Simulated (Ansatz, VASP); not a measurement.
Given: the input of a run of VASP 6.6.1 on Ga.

The input INCAR:

```
PREC = Accurate
ENCUT = 500
EDIFF = 1E-6
ISMEAR = -1
SIGMA = 0.05
LREAL = False
LASPH = True
NELM = 120
ALGO = Normal
ISIF = 2
LWAVE = False
LCHARG = True
GGA = PE
LELF = True
LVHAR = True
NBANDS = 20
GGA_COMPAT = False
```

The input KPOINTS:

```
Automatic mesh
0
Gamma
  7 7 10
```

Contents of POSCAR:

```
Ga
1.0
    4.4494700000      0.0000000000      0.0000000000
   -2.2247400000      3.8533600000      0.0000000000
    0.0000000000      0.0000000000      2.7652000000
Ga
2
Direct
    0.3396310000      0.6626890000      0.5167170000
    0.6823560000      0.3426560000      0.4895650000
```

Potentials or basis: VASP PAW PBE potentials, release 64 (Ga_d).

The run is started by

```sh
$ cat potpaw_PBE.64/Ga_d/POTCAR > POTCAR
$ mpirun -np 1 vasp_std > vasp.out
```

Q: Translate it to Ansatz 0.2.0. Potentials there: all-electron LAPW, scalar-relativistic.

A: As run (the cutoff follows the program's own potentials):

File input.yaml:

```yaml
crystal:
  lattice:
    - [4.44947, 0.0, 0.0]
    - [-2.22474, 3.85336, 0.0]
    - [0.0, 0.0, 2.7652]
  atoms:
    - { symbol: Ga, position: [0.339631, 0.662689, 0.516717] }
    - { symbol: Ga, position: [0.682356, 0.342656, 0.489565] }
kpoints:
  mp_grid: { grid: [7, 7, 10] }
scf:
  occupations: { method: fermi_dirac, width: 0.05 }
hamiltonian:
  xc: pbe
  pseudopotentials: { kind: all_electron, lapw: { basis_error: 0.001 } }
output:
  forces: true
  stress: true
  eigenvalues: true
  populations: true
```

Potentials or basis: all-electron LAPW, scalar-relativistic.

Command:

```sh
$ ansatz run input.yaml --threads 1 --pin off --max-ram 3072MiB --backend cpu --events-out ev --progress --plain --runs-dir out
```

Both were run:

|  | VASP | Ansatz | Ansatz less VASP |
| --- | --- | --- | --- |
| gap on the k mesh at the Fermi level (eV) | none | none | - |
| pressure (GPa) | 0.2 | 0.2 | -0.03 |
| traceless stress, the component that is largest in VASP (GPa) | 1.49 | 1.46 | -0.027 |
| rms of the force components (eV/Å) | 0.147 | 0.146 | -0.0013 |

Atom by atom the forces differ by 0.001 eV/Å (rms over components). A gap of «none» marks a metal or a gap that the smearing closes. Ansatz ran all-electron here, and VASP with PAW potentials.
